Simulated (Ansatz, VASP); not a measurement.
## One calculation of K3Zr2S, two programs

The input INCAR:

```
SYSTEM = K3Zr2S
PREC     = Accurate       ! precision mode
ENCUT    = 520            ! plane-wave cutoff, eV
EDIFF    = 1E-7           ! SCF threshold, eV
ISMEAR   = 0              ! smearing method
SIGMA    = 0.1            ! smearing width, eV
LREAL    = .False.        ! projectors in reciprocal space
LASPH    = .True.         ! aspherical terms in the spheres
NELM     = 150            ! most SCF steps
ALGO     = Normal         ! electronic algorithm
ISIF     = 2              ! what is computed and relaxed
LWAVE    = .False.        ! write WAVECAR
LCHARG   = .False.        ! write CHGCAR
ISPIN    = 2              ! spin polarisation
MAGMOM   = 0 0 0 1 1 0    ! initial moments
LORBIT   = 11             ! projections on sites
LMAXMIX  = 4              ! l up to which the mixer works
GGA      = PE             ! functional
NBANDS   = 42             ! bands
```

File KPOINTS:

```
regular mesh
0
Gamma
  3 3 4
  0 0 0
```

Contents of POSCAR:

```
K3Zr2S
1.0
    5.7720082286      0.0000000000      0.0000000000
   -2.8860041143      4.9987057568      0.0000000000
    0.0000000000      0.0000000000      6.6088625165
K Zr S
3 2 1
Direct
    0.5000000000      0.0000000000      0.5000000000
    0.0000000000      0.5000000000      0.5000000000
    0.5000000000      0.5000000000      0.5000000000
    0.6666666667      0.3333333333      0.0000000000
    0.3333333333      0.6666666667      0.0000000000
    0.0000000000      0.0000000000      0.0000000000
```

Input for Ansatz:

```yaml
crystal:
  lattice:
    - [5.7720082286, 0.0, 0.0]
    - [-2.8860041143, 4.9987057568, 0.0]
    - [0.0, 0.0, 6.6088625165]
  atoms:
    - { symbol: K, position: [0.5, 0.0, 0.5] }
    - { symbol: K, position: [0.0, 0.5, 0.5] }
    - { symbol: K, position: [0.5, 0.5, 0.5] }
    - { symbol: Zr, position: [0.6666666667, 0.3333333333, 0.0], spin: 1.0 }
    - { symbol: Zr, position: [0.3333333333, 0.6666666667, 0.0], spin: 1.0 }
    - { symbol: S, position: [0.0, 0.0, 0.0] }
basis:
  ecutwfc: 420
kpoints:
  mp_grid: { grid: [3, 3, 4] }
hamiltonian:
  xc: pbe
scf:
  occupations: { method: gaussian, width: 0.1 }
  lower_state_search: "off"
output:
  forces: true
  stress: true
  eigenvalues: true
  populations: true
magnetization:
  spin_polarized: true
```

Change from the starting cell: species swapped into the CeSi2Ir3 type (P6/mmm, No. 191).

Alike in both runs: task single point; functional PBE; k mesh 3 × 3 × 4; occupations gaussian, width 0.1 eV; collinear spin.

|  | VASP | Ansatz |
| --- | --- | --- |
| version | VASP 6.6.1 | Ansatz 0.2.0 |
| potentials or method | VASP PAW PBE potentials, release 64 (K_sv, Zr_sv, S), cutoff 520 eV | scalar-relativistic, plane waves, PAW |
| valence electrons in the cell | 57 | 57 |

Ansatz gave:

| Quantity | Value |
| --- | --- |
| gap on the k mesh at the Fermi level (eV) | none |
| pressure (GPa) | 1.1 |
| traceless stress, the component that is largest in VASP (GPa) | -0.40 |
| net moment per atom (μB) | 0.76 |
| size of the moment on the site where the two differ most (μB) | 1.44 |

What did VASP give for the same quantities?

gap on the k mesh at the Fermi level (eV): none; pressure (GPa): 1.1; traceless stress, the component that is largest in VASP (GPa): -0.44; net moment per atom (μB): 0.76; size of the moment on the site where the two differ most (μB): 1.23.

Site moments also hang on the region over which each program counts them. A gap of «none» marks a metal or a gap that the smearing closes. With one functional, cell and mesh, what is left measures potentials, basis and numerics.

The k mesh is coarse, so the values compare programs but aren't converged.
